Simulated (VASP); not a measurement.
# SrCl2 (Fmmm) in VASP: a series of runs

Runs on SrCl2. Level: PBE. Tasks: single point.

All numbers are computed with VASP 6.6.1; they aren't measurements. Logs are shortened: lines on timing, memory, paths and dates and some standing lists are left out, and cuts for length are marked.

### 1 The cell of the first run

The structure is orthorhombic, space group Fmmm (No. 69). Conventional cell: a = 6.901 Å, b = 6.971 Å, c = 7.041 Å, α = 90.00°, β = 90.00°, γ = 90.00°. Sr (site symmetry mmm) has 8 Cl at 3.02 Å within 4.0 Å. Within 4.0 Å of Cl (site symmetry 222) lie 4 Sr at 3.02 Å and 6 Cl at 3.45 to 3.52 Å.

### 2 Single point, PBE (strain +0.0100 x Voigt [1, -1, 0, 0, 0, 0])

INCAR reads:

```
PREC = Accurate ; ENCUT = 520
EDIFF = 1E-6 ; ISMEAR = 0
SIGMA = 0.05 ; LREAL = F
LASPH = T ; NELM = 100
ALGO = Normal ; ISIF = 2
LWAVE = F ; LCHARG = F
GGA = PE ; NBANDS = 19
```

KPOINTS reads:

```
Automatic mesh
0
Gamma
  6 6 6
```

POSCAR reads:

```
SrCl2
1.0
    0.0000000000      3.4506450000      3.4855000000
    3.5203550000      0.0000000000      3.4855000000
    3.5203550000      3.4506450000      0.0000000000
Sr Cl
1 2
Direct
    0.0000000000      0.0000000000      0.0000000000
    0.2500000000      0.2500000000      0.2500000000
    0.7500000000      0.7500000000      0.7500000000
```

Potentials or basis: VASP PAW PBE potentials, release 64 (Sr_sv, Cl).

Launch:

```console
cat potpaw_PBE.64/Sr_sv/POTCAR potpaw_PBE.64/Cl/POTCAR > POTCAR
mpirun -np 1 vasp_std > vasp.out
```

OUTCAR:

```text
PREC = Accurate
   ENCUT = 520
   EDIFF = 1E-6
   ISMEAR = 0
   LREAL = F
   LASPH = T
   NELM = 100
   ISIF = 2
   GGA = PE

 ion  position               nearest neighbor table
   1  0.000  0.000  0.000-   3 3.02   3 3.02   2 3.02   3 3.02   2 3.02   2 3.02   3 3.02   2 3.02

   2  0.250  0.250  0.250-   1 3.02   1 3.02   1 3.02   1 3.02
   3  0.750  0.750  0.750-   1 3.02   1 3.02   1 3.02   1 3.02

  LATTYP: Found a face centered orthorhombic cell.
 ALAT       =     6.9012900000
 B/A-ratio  =     1.0101010101
 C/A-ratio  =     1.0202020202

  Lattice vectors:

 A1 = (  -3.5203550000,   0.0000000000,  -3.4855000000)
 A2 = (  -3.5203550000,   3.4506450000,   0.0000000000)
 A3 = (   0.0000000000,   3.4506450000,  -3.4855000000)

Analysis of symmetry for initial positions (statically):
=====================================================================
 Subroutine PRICEL returns:
 Original cell was already a primitive cell.

 Routine SETGRP: Setting up the symmetry group for a
 face centered orthorhombic supercell.

 Subroutine GETGRP returns: Found  8 space group operations
 (whereof  8 operations were pure point group operations)
 out of a pool of  8 trial point group operations.

The static configuration has the point symmetry D_2h.

Analysis of symmetry for dynamics (positions and initial velocities):
=====================================================================
 Subroutine PRICEL returns:
 Original cell was already a primitive cell.

 Routine SETGRP: Setting up the symmetry group for a
 face centered orthorhombic supercell.

 Subroutine GETGRP returns: Found  8 space group operations
 (whereof  8 operations were pure point group operations)
 out of a pool of  8 trial point group operations.

The dynamic configuration has the point symmetry D_2h.

 Subroutine INISYM returns: Found  8 space group operations
 (whereof  8 operations are pure point group operations),
 and found     1 'primitive' translations

----------------------------------------------------------------------------------------

                                     Primitive cell

  volume of cell :      84.6802

  direct lattice vectors                    reciprocal lattice vectors
     0.000000000  3.450645000  3.485500000    -0.142031130  0.144900446  0.143451442
     3.520355000  0.000000000  3.485500000     0.142031130 -0.144900446  0.143451442
     3.520355000  3.450645000  0.000000000     0.142031130  0.144900446 -0.143451442
[... 85 lines left out ...]
   NELM   =    100;   NELMIN=  2; NELMDL= -5     # of ELM steps
   EDIFF  = 0.1E-05   stopping-criterion for ELM
   LREAL  =      F    real-space projection
   EDIFFG = 0.1E-04   stopping-criterion for IOM
   NSW    =      0    number of steps for IOM
   IBRION =     -1    ionic relax: 0-MD 1-quasi-New 2-CG
   NFREE  =      0    steps in history (QN), initial steepest desc. (CG)
   ISIF   =      2    stress and relaxation
   ISYM   =      2    0-nonsym 1-usesym 2-fastsym
   POTIM  = 0.5000    time-step for ionic-motion
   TEBEG  =    0.0;   TEEND  =   0.0 temperature during run
   PSTRESS=    0.0 pullay stress
   NELECT =      24.0000    total number of electrons
   NUPDOWN=      -1.0000    fix difference up-down
   EMIN   =  10.00;   EMAX   =-10.00  energy-range for DOS
   EFERMI =   0.00;   METHOD = LEGACY
   ISMEAR =     0;   SIGMA  =   0.05  broadening in eV -4-tet -1-fermi 0-gaus
   EFERMI_NEDOS =   21; number of points for ismear=-14 and -15
   IALGO  =     38    algorithm
   IMIX   =      4    mixing-type and parameters
     AMIX     =   0.40;   BMIX     =  1.00
     AMIX_MAG =   1.60;   BMIX_MAG =  1.00
  volume/ion in A,a.u.               =      28.23       190.48
  Fermi-wavevector in a.u.,A,eV,Ry     =   1.075354  2.032124 15.733579  1.156385
  Thomas-Fermi vector in A             =   2.211208
   LORBIT       =      0    0 simple, 1 ext, 2 COOP (PROOUT), +10 PAW based schemes
   GGA     = PE    functional components
   LHFCALC =     F    Hartree Fock is set to
   AEXX    =    0.0000 exact exchange contribution
   IVDW    =     0    specifies the selected vdW correction
   LEPSILON=     F    determine dielectric tensor
   LRPA    =     F    only Hartree local field effects (RPA)
 non-spin polarized calculation
 Gauss-broadening in eV      SIGMA  =   0.05
  energy-cutoff  :      520.00
  volume of cell :       84.68
 maximum number of plane-waves:      2299
   NGX = 19   NGY = 19   NGZ = 19

 number of electron      24.0000002 magnetization

 Free energy of the ion-electron system (eV)
  ---------------------------------------------------
  ext. energy  EPLUGINS =         0.00000000
  ---------------------------------------------------
  free energy    TOTEN  =       -12.77802514 eV

  energy without entropy =      -12.77802514  energy(sigma->0) =      -12.77802514

 E-fermi :   0.5702     XC(G=0):  -8.2940

 val. band max:        0.2329366205   @ k =   0.5000   0.0000   0.5000
 cond. band min:       5.5078989997   @ k =   0.0000   0.0000   0.0000
 fundamental gap:      5.2749623791
 Fermi energy:         0.5702140534

 k-point     1 :       0.0000    0.0000    0.0000
  band No.  band energies     occupation
      1     -32.7097      2.00000
      2     -14.7051      2.00000
      3     -14.7024      2.00000
      4     -14.6997      2.00000
      5     -13.1432      2.00000
      6     -12.2865      2.00000
[... 505 lines left out ...]
      6     -12.4959      2.00000
[... 11 lines left out ...]
     18       8.9127      0.00000
     19       9.9780      0.00000

 [... further k-points ...]

------------------------ aborting loop because EDIFF is reached ----------------------------------------

  FORCE on cell =-STRESS in cart. coord.  units (eV):
  Direction    XX          YY          ZZ          XY          YZ          ZX
  --------------------------------------------------------------------------------------
  -------------------------------------------------------------------------------------
  Total        0.3469248      0.8933103      0.6157104      0.0000000     -0.0000000      0.0000000
  in kB        6.5639317     16.9017269     11.6494462      0.0000000     -0.0000000      0.0000000
  external PRESSURE =      11.7050349 kB  Pullay stress =       0.0000000 kB

 VOLUME and BASIS-vectors are now :
 -----------------------------------------------------------------------------
  energy-cutoff  :      520.00
  volume of cell :       84.68
      direct lattice vectors                 reciprocal lattice vectors
     0.000000000  3.450645000  3.485500000    -0.142031130  0.144900446  0.143451442
     3.520355000  0.000000000  3.485500000     0.142031130 -0.144900446  0.143451442
     3.520355000  3.450645000  0.000000000     0.142031130  0.144900446 -0.143451442

 POSITION                                       TOTAL-FORCE (eV/Angst)
 -----------------------------------------------------------------------------------
      0.00000      0.00000      0.00000         0.000000     -0.000000      0.000000
      1.76018      1.72532      1.74275        -0.000000      0.000000      0.000000
      5.28053      5.17597      5.22825         0.000000      0.000000     -0.000000
 -----------------------------------------------------------------------------------
    total drift:                                0.000000      0.000000      0.000000

  FREE ENERGIE OF THE ION-ELECTRON SYSTEM (eV)
  ---------------------------------------------------
  free  energy   TOTEN  =       -12.7780251438 eV

  energy  without entropy=      -12.7780251438  energy(sigma->0) =      -12.77802514
```

OSZICAR:

```text
N       E                     dE             d eps       ncg     rms          rms(c)
DAV:   1     0.141691850520E+03    0.14169E+03   -0.11553E+04  1748   0.114E+03
DAV:   2    -0.384916956558E+01   -0.14554E+03   -0.14058E+03  2289   0.223E+02
DAV:   3    -0.127562575401E+02   -0.89071E+01   -0.88779E+01  2295   0.550E+01
DAV:   4    -0.130510227147E+02   -0.29477E+00   -0.29432E+00  2890   0.842E+00
DAV:   5    -0.130542038130E+02   -0.31811E-02   -0.31807E-02  2411   0.826E-01    0.130E+01
DAV:   6    -0.127600518570E+02    0.29415E+00   -0.59151E-01  2024   0.431E+00    0.835E+00
DAV:   7    -0.127698123959E+02   -0.97605E-02   -0.36573E-01  2386   0.363E+00    0.212E+00
DAV:   8    -0.127755429272E+02   -0.57305E-02   -0.54578E-02  1983   0.129E+00    0.405E-01
DAV:   9    -0.127765633369E+02   -0.10204E-02   -0.20239E-03  2229   0.268E-01    0.146E-01
DAV:  10    -0.127778981834E+02   -0.13348E-02   -0.93563E-04  1896   0.179E-01    0.359E-02
DAV:  11    -0.127780024496E+02   -0.10427E-03   -0.70721E-05  2297   0.474E-02    0.419E-02
DAV:  12    -0.127780241518E+02   -0.21702E-04   -0.23945E-05  1898   0.248E-02    0.605E-03
DAV:  13    -0.127780251438E+02   -0.99203E-06   -0.12215E-06  2268   0.632E-03
   1 F= -.12778025E+02 E0= -.12778025E+02  d E =-.226198E-23
```

stdout:

```text
POSCAR found type information on POSCAR SrCl
 POSCAR found :  2 types and       3 ions
 scaLAPACK will be used
 LDA part: xc-table for (Slater+PW92), standard interpolation
 POSCAR, INCAR and KPOINTS ok, starting setup
 FFT: planning ... GRIDC
 FFT: planning ... GRID_SOFT
 FFT: planning ... GRID
 WAVECAR not read
 entering main loop
```

Run time: 2.2 min. Hardware: 1 thread of Intel Xeon 8259CL, shared host; peak memory 0.27 GiB.

Results:

```yaml
Free_energy: -12.7780 eV
Pressure: 1.2 GPa
Band_gap_on_the_k_mesh: 5.28 eV (least direct gap 5.44 eV)
```

Stress tensor (GPa, compression positive):
```
0.66 0.00 0.00
0.00 1.69 0.00
0.00 0.00 1.16
```

Caveat: the cell differs from its parent crystal (strain +0.0100 x Voigt [1, -1, 0, 0, 0, 0]).

### 3 Single point, PBE (strain +0.0150 x Voigt [1, -1, 0, 0, 0, 0])

INCAR reads:

```
SYSTEM = SrCl2
PREC = Accurate ; ENCUT = 520
EDIFF = 1E-6 ; ISMEAR = 0
SIGMA = 0.05 ; LREAL = .False.
LASPH = .True. ; NELM = 80
ALGO = Normal ; ISIF = 2
LWAVE = .False. ; LCHARG = .False.
GGA = PE ; NBANDS = 19
```

KPOINTS reads:

```
regular mesh
0
Gamma
  6 6 6
  0 0 0
```

POSCAR reads:

```
SrCl2
1.0
    0.0000000000      3.4332175000      3.4855000000
    3.5377825000      0.0000000000      3.4855000000
    3.5377825000      3.4332175000      0.0000000000
Sr Cl
1 2
Direct
    0.0000000000      0.0000000000      0.0000000000
    0.2500000000      0.2500000000      0.2500000000
    0.7500000000      0.7500000000      0.7500000000
```

Potentials or basis: VASP PAW PBE potentials, release 64 (Sr_sv, Cl).

Launch:

```console
cat potpaw_PBE.64/Sr_sv/POTCAR potpaw_PBE.64/Cl/POTCAR > POTCAR
mpirun -np 1 vasp_std > vasp.out
```

Run time: 2 min. Hardware: 1 thread of Intel Xeon 8259CL, shared host; peak memory 0.27 GiB.

The run converged. Its results:

```
Free energy            : -12.7745 eV
Pressure               : 1.2 GPa
Band gap on the k mesh : 5.23 eV (least direct gap 5.40 eV)
```

Stress tensor (GPa, compression positive):
```
0.41 0.00 0.00
0.00 1.96 0.00
0.00 0.00 1.17
```

Levels at points of the mesh, in eV from the valence-band top:
| k point | band 8 | band 9 | band 10 | band 11 | band 12 | band 13 | band 14 | band 15 | band 16 | band 17 |
| --- | --- | --- | --- | --- | --- | --- | --- | --- | --- | --- |
| (0.00, 0.00, 0.00) | -2.23 | -2.19 | -0.55 | -0.43 | -0.32 | 5.23 | 5.92 | 6.10 | 8.88 | 8.94 |
| (0.50, 0.00, 0.00) | -1.65 | -1.59 | -1.42 | -1.16 | -1.14 | 6.59 | 6.64 | 7.41 | 7.77 | 8.52 |
| (0.50, 0.50, 0.00) | -2.04 | -1.92 | -0.63 | -0.37 | -0.09 | 5.40 | 6.95 | 7.52 | 7.88 | 7.95 |
| (0.50, 0.00, 0.50) | -2.01 | -1.95 | -0.60 | -0.47 | 0.00 | 5.40 | 7.06 | 7.51 | 7.98 | 8.02 |
| (0.00, 0.50, 0.50) | -2.01 | -1.95 | -0.53 | -0.39 | -0.18 | 5.40 | 6.84 | 7.52 | 7.82 | 7.85 |

Caveat: the cell differs from its parent crystal (strain +0.0150 x Voigt [1, -1, 0, 0, 0, 0]).
